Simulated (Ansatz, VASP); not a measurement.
## One calculation of Ga2O3, two programs

```
CELL_PARAMETERS angstrom
6.13874 -1.52368 0.00810
6.13874 1.52368 0.00810
-1.38573 0.00000 5.64286
ATOMIC_POSITIONS crystal
Ga 0.09049 0.09049 0.79528
Ga 0.90951 0.90951 0.20472
Ga 0.65876 0.65876 0.31446
Ga 0.34124 0.34124 0.68554
O 0.16524 0.16524 0.10954
O 0.83476 0.83476 0.89046
O 0.17323 0.17323 0.56277
O 0.82677 0.82677 0.43723
O 0.49627 0.49627 0.25597
O 0.50373 0.50373 0.74403
```

Alike in both runs: functional PBEsol; k mesh 10 × 10 × 6; occupations gaussian, width 0.02 eV; no spin polarisation.

Ansatz relaxed the structure, and its values are those at the end. VASP's run is a single point on that final structure, the one shown.

```csv
,VASP,Ansatz
version,VASP 6.6.1,Ansatz 0.2.0
potentials or method,"VASP PAW PBE potentials, release 64 (Ga_d, O), cutoff 520 eV","scalar-relativistic, plane waves, PAW"
valence electrons in the cell,88,88
```

|  | VASP | Ansatz | Ansatz less VASP |
| --- | --- | --- | --- |
| gap on the k mesh at the Fermi level (eV) | 2.22 | 2.22 | -0.001 |
| least direct gap on the mesh (eV) | 2.24 | 2.24 | -0.003 |
| pressure (GPa) | 0.3 | 0.0 | -0.33 |
| rms of the force components (eV/Å) | 0.010 | 0.001 | -0.0086 |

VASP's potentials were made for PBE, not for PBEsol.
